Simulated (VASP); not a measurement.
# CrCo3 (P-6m2) in VASP: a series of runs, part 2 of 2

VASP 6.6.1. Earlier steps stand in the parts before.

### 3 Single point, LDA, collinear spin, ferromagnetic start

The input, INCAR:

```
  ALGO = Normal
  EDIFF = 1E-7
  ENCUT = 520
  ISIF = 2
  ISMEAR = -1
  ISPIN = 2
  LASPH = T
  LCHARG = F
  LMAXMIX = 4
  LORBIT = 11
  LREAL = F
  LWAVE = F
  MAGMOM = 3 2.5 2.5 2.5
  NBANDS = 32
  NELM = 150
  PREC = Accurate
  SIGMA = 0.3
```

The input, KPOINTS:

```
k-points
0
Gamma
  5 5 2
```

The input, POSCAR:

```
CrCo3
1.0
    2.5043474200      0.0000000000      0.0000000000
   -1.2521737100      2.1688284900      0.0000000000
    0.0000000000      0.0000000000      8.0001180000
Cr Co
1 3
Direct
    0.6666666684      0.3333333287      0.0000000000
    0.6666666684      0.3333333287      0.5000000000
    0.3333333293      0.6666666667      0.2492960004
    0.3333333293      0.6666666667      0.7507039996
```

Potentials or basis: VASP PAW LDA potentials, release 64 (Cr_pv, Co).

Started as:

```bash
cat potpaw_LDA.64/Cr_pv/POTCAR potpaw_LDA.64/Co/POTCAR > POTCAR
mpirun -np 1 vasp_std > vasp.out
```

OUTCAR:

```text
EDIFF = 1E-7
   ENCUT = 520
   ISIF = 2
   ISMEAR = -1
   ISPIN = 2
   LASPH = T
   LORBIT = 11
   LREAL = F
   NELM = 150
   PREC = Accurate

 ion  position               nearest neighbor table
   1  0.667  0.333  0.000-   3 2.46   4 2.46   3 2.46   4 2.46   3 2.46   4 2.46
   2  0.667  0.333  0.500-   3 2.47   4 2.47   3 2.47   4 2.47   3 2.47   4 2.47
   3  0.333  0.667  0.249-   1 2.46   1 2.46   1 2.46   2 2.47   2 2.47   2 2.47
   4  0.333  0.667  0.751-   1 2.46   1 2.46   1 2.46   2 2.47   2 2.47   2 2.47

  LATTYP: Found a hexagonal cell.
 ALAT       =     2.5043474200
 C/A-ratio  =     3.1944920805

  Lattice vectors:

 A1 = (   2.5043474200,   0.0000000000,   0.0000000000)
 A2 = (  -1.2521737100,   2.1688284900,   0.0000000000)
 A3 = (   0.0000000000,   0.0000000000,   8.0001180000)

Analysis of symmetry for initial positions (statically):
=====================================================================
 Subroutine PRICEL returns:
 Original cell was already a primitive cell.

 Routine SETGRP: Setting up the symmetry group for a
 hexagonal supercell.

 Subroutine GETGRP returns: Found 12 space group operations
 (whereof 12 operations were pure point group operations)
 out of a pool of 24 trial point group operations.

The static configuration has the point symmetry D_3h.

Analysis of symmetry for dynamics (positions and initial velocities):
=====================================================================
 Subroutine PRICEL returns:
 Original cell was already a primitive cell.

 Routine SETGRP: Setting up the symmetry group for a
 hexagonal supercell.

 Subroutine GETGRP returns: Found 12 space group operations
 (whereof 12 operations were pure point group operations)
 out of a pool of 24 trial point group operations.

The dynamic configuration has the point symmetry D_3h.

Analysis of structural, dynamic, and magnetic symmetry:
=====================================================================
 Subroutine PRICEL returns:
 Original cell was already a primitive cell.

 Routine SETGRP: Setting up the symmetry group for a
 hexagonal supercell.

 Subroutine GETGRP returns: Found 12 space group operations
 (whereof 12 operations were pure point group operations)
 out of a pool of 24 trial point group operations.

The overall configuration has the point symmetry D_3h.

 Subroutine INISYM returns: Found 12 space group operations
 (whereof 12 operations are pure point group operations),
 and found     1 'primitive' translations

----------------------------------------------------------------------------------------

                                     Primitive cell

  volume of cell :      43.4526

  direct lattice vectors                    reciprocal lattice vectors
     2.504347420  0.000000000  0.000000000     0.399305620  0.230539207  0.000000000
    -1.252173710  2.168828490  0.000000000     0.000000000  0.461078414  0.000000000
     0.000000000  0.000000000  8.000118000     0.000000000  0.000000000  0.124998156

  length of vectors
     2.504347420  2.504347424  8.000118000     0.461078415  0.461078414  0.124998156

  position of ions in fractional coordinates (direct lattice)
     0.666666668  0.333333329  0.000000000
[... 66 lines left out ...]
   NELM   =    150;   NELMIN=  2; NELMDL= -5     # of ELM steps
   EDIFF  = 0.1E-06   stopping-criterion for ELM
   LREAL  =      F    real-space projection
   EDIFFG = 0.1E-05   stopping-criterion for IOM
   NSW    =      0    number of steps for IOM
   IBRION =     -1    ionic relax: 0-MD 1-quasi-New 2-CG
   NFREE  =      0    steps in history (QN), initial steepest desc. (CG)
   ISIF   =      2    stress and relaxation
   ISYM   =      2    0-nonsym 1-usesym 2-fastsym
   POTIM  = 0.5000    time-step for ionic-motion
   TEBEG  =    0.0;   TEEND  =   0.0 temperature during run
   PSTRESS=    0.0 pullay stress
   NELECT =      39.0000    total number of electrons
   NUPDOWN=      -1.0000    fix difference up-down
   EMIN   =  10.00;   EMAX   =-10.00  energy-range for DOS
   EFERMI =   0.00;   METHOD = LEGACY
   ISMEAR =    -1;   SIGMA  =   0.30  broadening in eV -4-tet -1-fermi 0-gaus
   EFERMI_NEDOS =   21; number of points for ismear=-14 and -15
   IALGO  =     38    algorithm
   IMIX   =      4    mixing-type and parameters
     AMIX     =   0.40;   BMIX     =  1.00
     AMIX_MAG =   1.60;   BMIX_MAG =  1.00
  volume/ion in A,a.u.               =      10.86        73.31
  Fermi-wavevector in a.u.,A,eV,Ry     =   1.579153  2.984167 33.929193  2.493725
  Thomas-Fermi vector in A             =   2.679576
   LORBIT       =     11    0 simple, 1 ext, 2 COOP (PROOUT), +10 PAW based schemes
   GGA     = CA    functional components
   LHFCALC =     F    Hartree Fock is set to
   AEXX    =    0.0000 exact exchange contribution
   IVDW    =     0    specifies the selected vdW correction
   LEPSILON=     F    determine dielectric tensor
   LRPA    =     F    only Hartree local field effects (RPA)
 spin polarized calculation
  energy-cutoff  :      520.00
  volume of cell :       43.45
 maximum number of plane-waves:      1182
 NGX is ok and might be reduce to    20
   NGX =  9   NGY =  9   NGZ = 29

 number of electron      39.0000000 magnetization      10.5000000

 number of electron      38.9999991 magnetization       1.1951706

 Free energy of the ion-electron system (eV)
  ---------------------------------------------------
  ext. energy  EPLUGINS =         0.00000000
  ---------------------------------------------------
  free energy    TOTEN  =       -35.54835862 eV

  energy without entropy =      -33.54784541  energy(sigma->0) =      -34.54810202

 E-fermi :  10.2865     XC(G=0): -13.8977

 val. band max:       10.2393183555   @ k =   0.4000   0.0000   0.0000
 cond. band min:      10.2875886127   @ k =   0.2000   0.0000   0.5000
 fundamental gap:      0.0482702572
 Fermi energy:        10.2865464981

 spin component 1

 k-point     1 :       0.0000    0.0000    0.0000
  band No.  band energies     occupation
      1     -32.3399      1.00000
      2     -31.8093      1.00000
      3     -31.8093      1.00000
      4       1.6526      1.00000
      5       3.8484      1.00000
      6       4.1946      1.00000
[... 329 lines left out ...]
     30      19.5557      0.00000
     31      19.9861      0.00000
 Fermi energy:        10.2865464981

 spin component 2

 k-point     1 :       0.0000    0.0000    0.0000
  band No.  band energies     occupation
      1     -32.4065      1.00000
      2     -31.8643      1.00000
      3     -31.8643      1.00000
      4       1.6980      1.00000
      5       3.8933      1.00000
      6       4.2559      1.00000
[... 329 lines left out ...]
     30      19.7086      0.00000
     31      20.0954      0.00000
 [bands above 31 left out]

------------------------ aborting loop because EDIFF is reached ----------------------------------------

  FORCE on cell =-STRESS in cart. coord.  units (eV):
  Direction    XX          YY          ZZ          XY          YZ          ZX
  --------------------------------------------------------------------------------------
  -------------------------------------------------------------------------------------
  Total       -4.8099148     -4.8099149     -4.5972304      0.0000000      0.0000000      0.0000000
  in kB     -177.3502437   -177.3502444   -169.5081851      0.0000000      0.0000000      0.0000000
  external PRESSURE =    -174.7362244 kB  Pullay stress =       0.0000000 kB

 VOLUME and BASIS-vectors are now :
 -----------------------------------------------------------------------------
  energy-cutoff  :      520.00
  volume of cell :       43.45
      direct lattice vectors                 reciprocal lattice vectors
     2.504347420  0.000000000  0.000000000     0.399305620  0.230539207  0.000000000
    -1.252173710  2.168828490  0.000000000     0.000000000  0.461078414  0.000000000
     0.000000000  0.000000000  8.000118000     0.000000000  0.000000000  0.124998156

 POSITION                                       TOTAL-FORCE (eV/Angst)
 -----------------------------------------------------------------------------------
      1.25217      0.72294      0.00000         0.000000      0.000000      0.000000
      1.25217      0.72294      4.00006        -0.000000     -0.000000      0.000000
     -0.00000      1.44589      1.99440        -0.000000      0.000000      0.035147
     -0.00000      1.44589      6.00572        -0.000000      0.000000     -0.035147
 -----------------------------------------------------------------------------------
    total drift:                               -0.000006      0.000006     -0.000000

  FREE ENERGIE OF THE ION-ELECTRON SYSTEM (eV)
  ---------------------------------------------------
  free  energy   TOTEN  =       -35.5483586175 eV

  energy  without entropy=      -33.5478454148  energy(sigma->0) =      -34.54810202

 total charge

# of ion       s       p       d       tot
------------------------------------------
    1        0.430   6.375   4.262  11.067
    2        0.489   0.512   7.276   8.276
    3        0.504   0.544   7.307   8.355
    4        0.504   0.544   7.307   8.355
--------------------------------------------------
tot          1.926   7.975  26.152  36.053

 magnetization (x)

# of ion       s       p       d       tot
------------------------------------------
    1       -0.002  -0.005  -0.062  -0.069
    2       -0.001  -0.004   0.743   0.738
    3       -0.001  -0.006   0.270   0.262
    4       -0.001  -0.006   0.270   0.262
--------------------------------------------------
tot         -0.005  -0.021   1.221   1.194
```

Run time: 64 s. Hardware: 1 thread of Intel Xeon Platinum 8488C (Sapphire Rapids), shared host; peak memory 0.16 GiB.

Results:

```
Free energy                                           : -35.5484 eV
Pressure                                              : -17.5 GPa
Largest force                                         : 0.035 eV/Å
Net moment                                            : 1.20 μB per cell
Site moments                                          : Cr -0.07; Co +0.74, +0.26 (each value once) μB
Valence electrons inside the program's atomic spheres : Cr 11.07; Co 8.28, 8.36 (each value once)
```

Forces on the atoms (eV/Å):
```
Cr   0.000  0.000  0.000
Co   0.000  0.000  0.000
Co   0.000  0.000  0.035
Co   0.000  0.000 -0.035
```

Caveat: the k points lie up to 0.58 Å⁻¹ apart; so wide a smearing shifts energies and pressures; an empty level that is flat over the whole mesh can mark a ghost state of the potentials, or a narrow d or f band.

### 4 Single point, LDA, collinear spin, ferromagnetic start

The input, INCAR:

```
SYSTEM = CrCo3
PREC = Accurate
ENCUT = 520
EDIFF = 1E-6
ISMEAR = -1
SIGMA = 0.3
LREAL = .False.
LASPH = .True.
NELM = 150
ALGO = Normal
ISIF = 2
LWAVE = .False.
LCHARG = .False.
ISPIN = 2
MAGMOM = 3 2.5 2.5 2.5
LORBIT = 11
LMAXMIX = 4
NBANDS = 32
```

The input, KPOINTS:

```
regular mesh
0
Gamma
  6 6 2
  0 0 0
```

POSCAR is that of step 3.

Started as:

```bash
cat potpaw_LDA.64/Cr_pv/POTCAR potpaw_LDA.64/Co/POTCAR > POTCAR
mpirun -np 1 vasp_std > vasp.out
```

Run time: 69 s. Hardware: 1 thread of Intel Xeon Platinum 8488C (Sapphire Rapids), shared host; peak memory 0.17 GiB.

The run converged. Its results:

```yaml
Free_energy: -35.6179 eV
Pressure: -18.3 GPa
Largest_force: 0.023 eV/Å
Net_moment: 0.67 μB per cell
Site_moments: Cr -0.06; Co +0.45, +0.14 (each value once) μB
Valence_electrons_inside_the_program's_atomic_spheres: Cr 11.07; Co 8.28, 8.36 (each value once)
```

Forces on the atoms (eV/Å):
```
Cr   0.000  0.000  0.000
Co   0.000  0.000  0.000
Co   0.000  0.000  0.023
Co   0.000  0.000 -0.023
```

Stress tensor (GPa, compression positive):
```
-18.57   0.00   0.00
  0.00 -18.57   0.00
  0.00   0.00 -17.77
```

Levels at points of the mesh, in eV from the Fermi level:
Spin up:
```
           k point  band 17  band 18  band 19  band 20  band 21  band 22  band 23  band 24  band 25  band 26
(0.00, 0.00, 0.00)    -1.05    -1.05    -0.89    -0.89    -0.18    -0.18     0.18     0.18     0.40     1.63
(0.50, 0.00, 0.00)    -0.25     0.10     0.24     0.25     0.28     1.39     2.10     2.30     2.54     2.70
(0.00, 0.00, 0.50)    -1.11    -1.11    -0.84    -0.58    -0.58    -0.51    -0.51     0.26     0.26     1.64
(0.50, 0.00, 0.50)     0.09     0.14     0.15     0.24     0.25     1.28     1.28     2.25     2.70     3.34
```
Spin down:
| k point | band 16 | band 17 | band 18 | band 19 | band 20 | band 21 | band 22 | band 23 |
| --- | --- | --- | --- | --- | --- | --- | --- | --- |
| (0.00, 0.00, 0.00) | -1.26 | -0.85 | -0.85 | -0.78 | -0.78 | 0.16 | 0.16 | 0.24 |
| (0.50, 0.00, 0.00) | -0.30 | -0.15 | 0.36 | 0.40 | 0.42 | 0.60 | 1.41 | 2.16 |
| (0.00, 0.00, 0.50) | -1.08 | -1.00 | -1.00 | -0.85 | -0.41 | -0.41 | -0.25 | -0.25 |
| (0.50, 0.00, 0.50) | 0.09 | 0.25 | 0.26 | 0.34 | 0.40 | 0.60 | 1.28 | 1.44 |

Caveat: the k points lie up to 0.48 Å⁻¹ apart; so wide a smearing shifts energies and pressures; an empty level that is flat over the whole mesh can mark a ghost state of the potentials, or a narrow d or f band.
